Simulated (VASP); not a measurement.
Runs of VASP 6.6.1 on Cr. The structure is that of space group P6_3/mmc (No. 194), or close to it. The cells are those of the table. 

```tsv
cell	k mesh	gap on the mesh (eV)	pressure (GPa)
a = 2.414, b = 2.414, c = 8.485 Å, angles 90.0, 90.0, 120.0°, 4 atoms	19 × 19 × 5	none	36.6
a = 2.553, b = 2.553, c = 8.971 Å, angles 90.0, 90.0, 120.0°, 4 atoms	19 × 19 × 5	none	(a)
a = 2.485, b = 2.485, c = 8.735 Å, angles 90.0, 90.0, 120.0°, 4 atoms	19 × 19 × 5	none	9.5
a = 2.450, b = 2.450, c = 8.611 Å, angles 90.0, 90.0, 120.0°, 4 atoms	19 × 19 × 5	none	21.6
a = 2.520, b = 2.520, c = 8.854 Å, angles 90.0, 90.0, 120.0°, 4 atoms	14 × 14 × 4	none	(b)
a = 2.520, b = 2.520, c = 8.854 Å, angles 90.0, 90.0, 120.0°, 4 atoms	19 × 19 × 5	none	-0.4
```

Alike in all rows: task single point; level RPBE; potentials or basis VASP PAW PBE potentials, release 64 (Cr_pv); no spin polarisation; cutoff (eV) 520; smearing fermi-dirac 0.1 eV.

Question: Estimate the missing entries.

Answer: (a) -8.3; (b) -0.3.

Caveats: the PAW data sets were made with another functional, which shifts forces and pressure a little; the run has no spin polarisation, though such a crystal can be magnetic.

A gap of «none» marks levels without a gap at the run's occupations.
